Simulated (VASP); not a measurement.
Input of a VASP 6.6.1 run:

The input INCAR:

```
SYSTEM = Ce
ALGO     = Normal         ! electronic algorithm
EDIFF    = 1E-6           ! SCF threshold, eV
ENCUT    = 500            ! plane-wave cutoff, eV
GGA      = CA             ! functional
GGA_COMPAT= .FALSE.      
ISIF     = 2              ! what is computed and relaxed
ISMEAR   = -1             ! smearing method
LASPH    = .TRUE.         ! aspherical terms in the spheres
LCHARG   = .TRUE.         ! write CHGCAR
LELF     = .TRUE.         ! ELF
LMAXMIX  = 6              ! l up to which the mixer works
LREAL    = .FALSE.        ! projectors in reciprocal space
LVHAR    = .TRUE.       
LWAVE    = .FALSE.        ! write WAVECAR
NBANDS   = 12             ! bands
NELM     = 200            ! most SCF steps
PREC     = Accurate       ! precision mode
SIGMA    = 0.1            ! smearing width, eV
```

KPOINTS

```
k-points
0
G
  12 12 12
  0 0 0
```

File POSCAR:

```
Ce
1.0
    0.0000000000      2.2649297842      2.2649297842
    2.2649297842      0.0000000000      2.2649297842
    2.2649297842      2.2649297842      0.0000000000
Ce
1
Direct
    0.0000000000      0.0000000000      0.0000000000
```

Potentials or basis: VASP PAW LDA potentials, release 64 (Ce).

The run is started by

```bash
$ cat potpaw_LDA.64/Ce/POTCAR > POTCAR
$ mpirun -np 1 vasp_std > vasp.out
```

(1) Estimate the pressure.

(2) What does it give for the band gap on the k mesh?

Results:

(1) -0.9 GPa.

(2) zero (bands 6 and 7 overlap by 0.31 eV).

Caveat: spin-orbit coupling is left out, which moves the levels of the heavy elements; semilocal functionals describe open f shells poorly, which spoils levels, moments and volumes.
